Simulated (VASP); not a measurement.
# Sn4NO8 in VASP: single point with PBE+D3(BJ)

Aim: the single point of Sn4NO8 with PBE+D3(BJ).

Program: VASP 6.6.1. These are calculated values, not measurements. Logs are shortened: lines on timing, memory, paths and dates and some standing lists are left out, and cuts for length are marked.

### Step 1. The cell of the first run

The cell holds a slab with vacuum, 26 atoms: a = 6.460 Å, b = 6.779 Å, c = 25.117 Å, α = 90.00°, β = 90.00°, γ = 90.00°.

### Step 2. Single point, PBE+D3(BJ)

The input, INCAR:

```
ALGO = Normal
DIPOL = 0.5 0.5 0.456
EDIFF = 1E-6
ENCUT = 520
GGA = PE
IDIPOL = 3
ISIF = 2
ISMEAR = 0
IVDW = 12
LASPH = True
LCHARG = False
LDIPOL = True
LREAL = Auto
LWAVE = False
NBANDS = 128
NELM = 80
PREC = Accurate
SIGMA = 0.05
```

The input, KPOINTS:

```
k-points
0
Gamma
  3 2 1
```

The input, POSCAR:

```
Sn4NO8
1.0
    6.4600897544      0.0000000000      0.0000000000
    0.0000000000      6.7788694381      0.0000000000
    0.0000000000      0.0000000000     25.1167812915
O Sn N
16 8 2
Direct
    0.0000000000      0.0000000000      0.3185121496
    0.5000000000      0.0000000000      0.3185121496
    0.2500000000      0.3062105638      0.3708147624
    0.7500000000      0.3062105638      0.3708147624
    0.2500000000      0.6937894362      0.3708147624
    0.7500000000      0.6937894362      0.3708147624
    0.0000000000      0.0000000000      0.4231173752
    0.5000000000      0.0000000000      0.4231173752
   -0.0004598168      0.4982000763      0.4529526498
    0.5004598168      0.4982000763      0.4529526498
    0.2500000000      0.8129249194      0.5114159990
    0.7500000000      0.8140720950      0.5136980933
    0.2500000000      0.1853437333      0.5139412346
    0.7500000000      0.1855515429      0.5141364869
    0.0005546346      0.5019027768      0.5591315668
    0.4994453654      0.5019027768      0.5591315668
    0.0000000000      0.5000000000      0.3708147624
    0.5000000000      0.5000000000      0.3708147624
    0.2500000000      0.0000000000      0.3708147624
    0.7500000000      0.0000000000      0.3708147624
    0.0001619392     -0.0002887299      0.5029928841
    0.4998380608     -0.0002887299      0.5029928841
    0.2500000000      0.4994227450      0.5117313320
    0.7500000000      0.4997545388      0.5121672458
    0.2500000000      0.8930672164      0.6346472354
    0.2500000000      0.7863839094      0.6677537716
```

Potentials or basis: VASP PAW PBE potentials, release 64 (O, Sn_d, N).

Started as:

```sh
$ cat potpaw_PBE.64/O/POTCAR potpaw_PBE.64/Sn_d/POTCAR potpaw_PBE.64/N/POTCAR > POTCAR
$ mpirun -np 1 vasp_std > vasp.out
```

OUTCAR:

```text
EDIFF = 1E-6
   ENCUT = 520
   GGA = PE
   ISIF = 2
   ISMEAR = 0
   IVDW = 12
   LASPH = True
   LREAL = Auto
   NELM = 80
   PREC = Accurate
 IVDW          = 12

 ion  position               nearest neighbor table
   1  0.000  0.000  0.319-  19 2.08  20 2.08
   2  0.500  0.000  0.319-  19 2.08  20 2.08
   3  0.250  0.306  0.371-  19 2.08  18 2.08  17 2.08
   4  0.750  0.306  0.371-  20 2.08  18 2.08  17 2.08
   5  0.250  0.694  0.371-  19 2.08  18 2.08  17 2.08
   6  0.750  0.694  0.371-  20 2.08  18 2.08  17 2.08
   7  0.000  0.000  0.423-  21 2.01  20 2.08  19 2.08
   8  0.500  0.000  0.423-  22 2.01  20 2.08  19 2.08
   9  1.000  0.498  0.453-  17 2.06  23 2.19  24 2.19
  10  0.500  0.498  0.453-  18 2.06  23 2.19  24 2.19
  11  0.250  0.813  0.511-  21 2.06  22 2.06  23 2.13
  12  0.750  0.814  0.514-  21 2.07  22 2.07  24 2.13
  13  0.250  0.185  0.514-  21 2.06  22 2.06  23 2.13
  14  0.750  0.186  0.514-  21 2.07  22 2.07  24 2.13
  15  0.001  0.502  0.559-  24 2.00  23 2.00
  16  0.499  0.502  0.559-  24 2.00  23 2.00
  17  0.000  0.500  0.371-   9 2.06   4 2.08   5 2.08   6 2.08   3 2.08  18 3.23  18 3.23  20 3.75
                            19 3.75  20 3.75  19 3.75
  18  0.500  0.500  0.371-  10 2.06   4 2.08   5 2.08   6 2.08   3 2.08  17 3.23  17 3.23  20 3.75
                            19 3.75  20 3.75  19 3.75
  19  0.250  0.000  0.371-   3 2.08   5 2.08   7 2.08   8 2.08   1 2.08   2 2.08  20 3.23  20 3.23
                            22 3.69  21 3.69  17 3.75  17 3.75  18 3.75  18 3.75
  20  0.750  0.000  0.371-   4 2.08   6 2.08   7 2.08   8 2.08   1 2.08   2 2.08  19 3.23  19 3.23
                            22 3.69  21 3.69  17 3.75  17 3.75  18 3.75  18 3.75
  21  0.000  1.000  0.503-   7 2.01  11 2.06  13 2.06  12 2.07  14 2.07  22 3.23  22 3.23  19 3.69
                            20 3.69
  22  0.500  1.000  0.503-   8 2.01  11 2.06  13 2.06  12 2.07  14 2.07  21 3.23  21 3.23  19 3.69
                            20 3.69
  23  0.250  0.499  0.512-  15 2.00  16 2.00  11 2.13  13 2.13   9 2.19  10 2.19  24 3.23  24 3.23

  24  0.750  0.500  0.512-  15 2.00  16 2.00  14 2.13  12 2.13   9 2.19  10 2.19  23 3.23  23 3.23

  25  0.250  0.893  0.635-  26 1.10
  26  0.250  0.786  0.668-  25 1.10

  LATTYP: Found a simple orthorhombic cell.
 ALAT       =     6.4600897544
 B/A-ratio  =     1.0493460147
 C/A-ratio  =     3.8879926203

  Lattice vectors:

 A1 = (   6.4600897544,   0.0000000000,   0.0000000000)
 A2 = (   0.0000000000,   6.7788694381,   0.0000000000)
 A3 = (   0.0000000000,   0.0000000000,  25.1167812915)

Analysis of symmetry for initial positions (statically):
=====================================================================
 Subroutine PRICEL returns:
 Original cell was already a primitive cell.

 Routine SETGRP: Setting up the symmetry group for a
 simple orthorhombic supercell.

 Subroutine GETGRP returns: Found  2 space group operations
 (whereof  1 operations were pure point group operations)
 out of a pool of  8 trial point group operations.

The static configuration has the point symmetry C_1 .
 The point group associated with its full space group is C_1h.

Analysis of symmetry for dynamics (positions and initial velocities):
=====================================================================
 Subroutine PRICEL returns:
 Original cell was already a primitive cell.

 Routine SETGRP: Setting up the symmetry group for a
 simple orthorhombic supercell.

 Subroutine GETGRP returns: Found  2 space group operations
 (whereof  1 operations were pure point group operations)
 out of a pool of  8 trial point group operations.

The dynamic configuration has the point symmetry C_1 .
 The point group associated with its full space group is C_1h.

 Subroutine INISYM returns: Found  2 space group operations
 (whereof  1 operations are pure point group operations),
 and found     1 'primitive' translations

----------------------------------------------------------------------------------------

                                     Primitive cell

  volume of cell :    1099.9167

  direct lattice vectors                    reciprocal lattice vectors
     6.460089754  0.000000000  0.000000000     0.154796611  0.000000000  0.000000000
     0.000000000  6.778869438  0.000000000     0.000000000  0.147517224  0.000000000
     0.000000000  0.000000000 25.116781292     0.000000000  0.000000000  0.039814019

  length of vectors
     6.460089754  6.778869438 25.116781292     0.154796611  0.147517224  0.039814019

  position of ions in fractional coordinates (direct lattice)
     0.000000000  0.000000000  0.318512150
     0.500000000  0.000000000  0.318512150
     0.250000000  0.306210564  0.370814762
     0.750000000  0.306210564  0.370814762
     0.250000000  0.693789436  0.370814762
     0.750000000  0.693789436  0.370814762
[... 18 lines left out ...]
     0.250000000  0.893067216  0.634647235
     0.250000000  0.786383909  0.667753772

  ion indices of the primitive-cell ions
   primitive index   ion index
                 1           1
                 2           2
                 3           3
                 4           4
                 5           5
                 6           6
[... 18 lines left out ...]
                25          25
                26          26

----------------------------------------------------------------------------------------

 KPOINTS: k-points

Automatic generation of k-mesh.
 Grid dimensions read from file:
 generate k-points for:    3    2    1

 Generating k-lattice:

  Cartesian coordinates                     Fractional coordinates (reciprocal lattice)
     0.051598870  0.000000000  0.000000000     0.333333333  0.000000000  0.000000000
     0.000000000  0.073758612  0.000000000     0.000000000  0.500000000  0.000000000
     0.000000000  0.000000000  0.039814019     0.000000000  0.000000000  1.000000000

  Length of vectors
     0.051598870  0.073758612  0.039814019

  Shift w.r.t. Gamma in fractional coordinates (k-lattice)
     0.000000000  0.000000000  0.000000000

 Subroutine IBZKPT returns following result:
 ===========================================

 Found      4 irreducible k-points:

 Following reciprocal coordinates:
            Coordinates               Weight
  0.000000  0.000000  0.000000      1.000000
  0.333333  0.000000  0.000000      2.000000
  0.000000  0.500000  0.000000      1.000000
  0.333333  0.500000  0.000000      2.000000
   k-points           NKPTS =      4   k-points in BZ     NKDIM =      4   number of bands    NBANDS=    128
   number of dos      NEDOS =    301   number of ions     NIONS =     26
   total plane-waves  NPLWV = 460800
   dimension x,y,z NGX =    48 NGY =   50 NGZ =  192
   dimension x,y,z NGXF=    96 NGYF=  100 NGZF=  384
   ions per type =              16   8   2
   NGX,Y,Z   is equivalent  to a cutoff of  12.35, 12.26, 12.71 a.u.
   NGXF,Y,Z  is equivalent  to a cutoff of  24.70, 24.52, 25.42 a.u.
 SYSTEM =  unknown system
   PREC   = accura    normal or accurate (medium, high low for compatibility)
   ISTART =      0    job   : 0-new  1-cont  2-samecut
   ICHARG =      2    charge: 1-file 2-atom 10-const
   ISPIN  =      1    spin polarized calculation?
   LNONCOLLINEAR =      F non collinear calculations
   LSORBIT =      F    spin-orbit coupling
   LASPH  =      T    aspherical Exc in radial PAW
   ENCUT  =  520.0 eV  38.22 Ry    6.18 a.u.  12.01 12.60 46.70*2*pi/ulx,y,z
   NELM   =     80;   NELMIN=  2; NELMDL= -5     # of ELM steps
   EDIFF  = 0.1E-05   stopping-criterion for ELM
   LREAL  =      T    real-space projection
   EDIFFG = 0.1E-04   stopping-criterion for IOM
   NSW    =      0    number of steps for IOM
[... 5 lines left out ...]
   TEBEG  =    0.0;   TEEND  =   0.0 temperature during run
   PSTRESS=    0.0 pullay stress
   NELECT =     218.0000    total number of electrons
   NUPDOWN=      -1.0000    fix difference up-down
   EMIN   =  10.00;   EMAX   =-10.00  energy-range for DOS
   EFERMI =   0.00;   METHOD = LEGACY
   ISMEAR =     0;   SIGMA  =   0.05  broadening in eV -4-tet -1-fermi 0-gaus
   EFERMI_NEDOS =   21; number of points for ismear=-14 and -15
   IALGO  =     38    algorithm
   IMIX   =      4    mixing-type and parameters
     AMIX     =   0.40;   BMIX     =  1.00
     AMIX_MAG =   1.60;   BMIX_MAG =  1.00
  volume/ion in A,a.u.               =      42.30       285.48
  Fermi-wavevector in a.u.,A,eV,Ry     =   0.954495  1.803734 12.395737  0.911061
  Thomas-Fermi vector in A             =   2.083247
   LORBIT       =      0    0 simple, 1 ext, 2 COOP (PROOUT), +10 PAW based schemes
   GGA     = PE    functional components
   LHFCALC =     F    Hartree Fock is set to
   AEXX    =    0.0000 exact exchange contribution
   IVDW    =    12    specifies the selected vdW correction
   LEPSILON=     F    determine dielectric tensor
   LRPA    =     F    only Hartree local field effects (RPA)
 non-spin polarized calculation
 Gauss-broadening in eV      SIGMA  =   0.05
  energy-cutoff  :      520.00
  volume of cell :     1099.92
 maximum number of plane-waves:     29630
   NGX = 25   NGY = 25   NGZ = 93

 number of electron     217.9999991 magnetization

 dipolmoment           0.000000      0.000000      0.024692 electrons x Angstroem

 Free energy of the ion-electron system (eV)
  ---------------------------------------------------
  ext. energy  EPLUGINS =         0.00000000
  ---------------------------------------------------
  free energy    TOTEN  =      -159.41003873 eV

  energy without entropy =     -159.41003873  energy(sigma->0) =     -159.41003873

 E-fermi :  -2.9140     XC(G=0):  -3.8335

 val. band max:       -3.1489375429   @ k =   0.3333   0.0000   0.0000
 cond. band min:      -2.6906121018   @ k =   0.0000   0.0000   0.0000
 fundamental gap:      0.4583254411
 Fermi energy:        -2.9139670562

 k-point     1 :       0.0000    0.0000    0.0000
  band No.  band energies     occupation
      1     -25.2223      2.00000
      2     -25.1818      2.00000
      3     -25.0934      2.00000
      4     -25.0503      2.00000
      5     -24.8506      2.00000
      6     -24.7577      2.00000
[... 113 lines left out ...]
    120       2.2604      0.00000
    121       2.6287      0.00000

 k-point     2 :       0.3333    0.0000    0.0000
  band No.  band energies     occupation
      1     -25.0783      2.00000
      2     -25.0612      2.00000
      3     -24.9903      2.00000
      4     -24.9079      2.00000
      5     -24.8506      2.00000
      6     -24.8280      2.00000
[... 113 lines left out ...]
    120       2.9559      0.00000
    121       3.1392      0.00000

 k-point     3 :       0.0000    0.5000    0.0000
  band No.  band energies     occupation
      1     -25.2907      2.00000
      2     -25.1328      2.00000
      3     -25.0988      2.00000
      4     -25.0672      2.00000
      5     -24.8506      2.00000
      6     -24.7576      2.00000
[... 113 lines left out ...]
    120       2.3965      0.00000
    121       2.5095      0.00000

 k-point     4 :       0.3333    0.5000    0.0000
  band No.  band energies     occupation
      1     -25.1452      2.00000
      2     -25.0175      2.00000
      3     -24.9694      2.00000
      4     -24.9547      2.00000
      5     -24.8506      2.00000
      6     -24.8089      2.00000
[... 113 lines left out ...]
    120       2.9613      0.00000
    121       3.1167      0.00000
 [bands above 121 left out]

------------------------ aborting loop because EDIFF is reached ----------------------------------------

 vacuum level on the upper side and lower side of the slab       (xc-potential included)        -0.085        -0.180

 Edisp (eV)   -3.67278

 E8    (eV) :    -1.5157

  FORCE on cell =-STRESS in cart. coord.  units (eV):
  Direction    XX          YY          ZZ          XY          YZ          ZX
  --------------------------------------------------------------------------------------
  -------------------------------------------------------------------------------------
  Total     -11.31000    12.09576     1.46743     0.00000    -0.86690     0.00000
  in kB     -16.47454    17.61911     2.13751     0.00000    -1.26275     0.00000
  external pressure =        1.09 kB  Pullay stress =        0.00 kB

 VOLUME and BASIS-vectors are now :
 -----------------------------------------------------------------------------
  energy-cutoff  :      520.00
  volume of cell :     1099.92
      direct lattice vectors                 reciprocal lattice vectors
     6.460089754  0.000000000  0.000000000     0.154796611  0.000000000  0.000000000
     0.000000000  6.778869438  0.000000000     0.000000000  0.147517224  0.000000000
     0.000000000  0.000000000 25.116781292     0.000000000  0.000000000  0.039814019

 POSITION                                       TOTAL-FORCE (eV/Angst)
 -----------------------------------------------------------------------------------
      0.00000      0.00000      8.00000         0.002294     -0.004164      1.112735
      3.23004      0.00000      8.00000        -0.002294     -0.004164      1.112735
      1.61502      2.07576      9.31367         0.000000      1.128069     -0.750146
      4.84507      2.07576      9.31367         0.000000      1.126169     -0.762879
      1.61502      4.70311      9.31367         0.000000     -1.133955     -0.736434
      4.84507      4.70311      9.31367         0.000000     -1.124353     -0.737423
[... 18 lines left out ...]
      1.61502      6.05399     15.94030         0.000000      1.100937     -1.276170
      1.61502      5.33079     16.77183         0.000000     -1.104646      1.274125
 -----------------------------------------------------------------------------------
    total drift:                                0.000000      0.004435     -0.043570

  FREE ENERGIE OF THE ION-ELECTRON SYSTEM (eV)
  ---------------------------------------------------
  free  energy   TOTEN  =      -163.0828151271 eV

  energy  without entropy=     -163.0828151271  energy(sigma->0) =     -163.08281513

 vacuum level on the upper side and lower side of the slab         3.674         3.576
```

It took 36 min on 1 thread of Intel Xeon 8259CL, shared host; peak memory 1.1 GiB.

What came out:

* Free energy: -163.0828 eV
* Largest force: 3.188 eV/Å
* Band gap on the k mesh: 0.46 eV (least direct gap 0.46 eV)
* Dispersion energy per atom: -0.141 eV

Forces on the atoms (eV/Å):
```
O    0.002 -0.004  1.113
O   -0.002 -0.004  1.113
O    0.000  1.128 -0.750
O    0.000  1.126 -0.763
O    0.000 -1.134 -0.736
O    0.000 -1.124 -0.737
O   -0.038  0.019  1.018
O    0.038  0.019  1.018
O    0.001  0.002  0.047
O   -0.001  0.002  0.047
O    0.000 -0.037  0.016
O    0.000 -0.027  0.011
O    0.000  0.018  0.014
O    0.000  0.025  0.014
O    0.003  0.006  0.075
O   -0.003  0.006  0.075
Sn  -0.010 -0.018  2.375
Sn   0.010 -0.018  2.375
Sn   0.000 -0.001 -3.178
Sn   0.000  0.013 -3.188
Sn  -0.005  0.010  0.040
Sn   0.005  0.010  0.040
Sn   0.000 -0.006 -0.017
Sn   0.000 -0.007 -0.021
N    0.000  1.101 -1.276
N    0.000 -1.105  1.274
```

Caveat: the k points lie up to 0.46 Å⁻¹ apart; the standard files for N, O and F lose accuracy on very short bonds; spin-orbit coupling is left out, which moves the levels of the heavy elements.
